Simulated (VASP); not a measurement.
Runs of VASP 6.6.1 on CuO. The structure is that of space group P4_2/mmc (No. 131), or close to it. The cells are those of the table. 

```tsv
cell	gap on the mesh (eV)	pressure (GPa)
a = 2.868, b = 2.868, c = 5.089 Å, angles 90.0, 90.0, 89.9°, 4 atoms	none	3.8
a = 2.776, b = 2.776, c = 5.092 Å, angles 90.0, 90.0, 89.9°, 4 atoms	none	16.0
a = 2.894, b = 2.894, c = 5.092 Å, angles 90.0, 90.0, 89.9°, 4 atoms	none	(a)
a = 2.827, b = 2.827, c = 5.088 Å, 4 atoms	none	8.9
```

Alike in all rows: task single point; level PBEsol; potentials or basis VASP PAW PBE potentials, release 64 (Cu, O); no spin polarisation; k mesh 14 × 14 × 8; cutoff (eV) 520; smearing gaussian 0.1 eV.

Problem. Fill in the values left out.

Solution. (a) 0.8.

Caveats: the PAW data sets were made with another functional, which shifts forces and pressure a little; semilocal functionals often make such compounds metallic where correlation or magnetic order opens a gap, which also shifts bond lengths; the cell stands under pressure (at least some runs).

A gap of «none» marks levels without a gap at the run's occupations.
